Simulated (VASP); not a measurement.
AlGa3As4, 8 atoms in the cell. It takes space group I-42m (No. 121, tetragonal). Conventional cell: a = 5.504 Å, b = 5.504 Å, c = 11.008 Å, α = 90.00°, β = 90.00°, γ = 90.00°. Al (site symmetry -42m) has 4 As at 2.38 Å within 3.1 Å. Within 3.1 Å of Ga (site symmetry -42m) lie 4 As at 2.38 Å. Ga (site symmetry -4) has 4 As at 2.38 Å within 3.1 Å. As (site symmetry m) has 1 Al at 2.38 Å and 3 Ga at 2.38 Å within 3.1 Å. 

| Quantity | Value |
| --- | --- |
| Program | VASP 6.6.1 |
| Task | single point |
| Functional | PBE |
| Potentials or basis | VASP PAW PBE potentials, release 64 (Al, Ga_d, As) |
| Cutoff | 520 eV |
| k mesh | 4 × 4 × 4 |
| Occupations | gaussian, width 0.1 eV |
| Spin | no spin polarisation |
| Dipole correction | no |
| Further INCAR settings | ALGO = Normal; EDIFF = 1e-06; NBANDS = 41 |

Potentials or basis: VASP PAW PBE potentials, release 64 (Al, Ga_d, As).

Launch:

```bash
$ cat potpaw_PBE.64/Al/POTCAR potpaw_PBE.64/Ga_d/POTCAR potpaw_PBE.64/As/POTCAR > POTCAR
$ mpirun -np 1 vasp_std > vasp.out
```

Hardware: 1 thread of Intel(R) Xeon(R) 6975P-C (Granite Rapids), on a shared host.

**Question.** How long does it take, and how much memory?

**Answer.** Wall time 90 s on 1 thread of Intel(R) Xeon(R) 6975P-C (Granite Rapids), on a shared host, peak memory 0.37 GiB. Counts: scf iterations 14, k points 13.
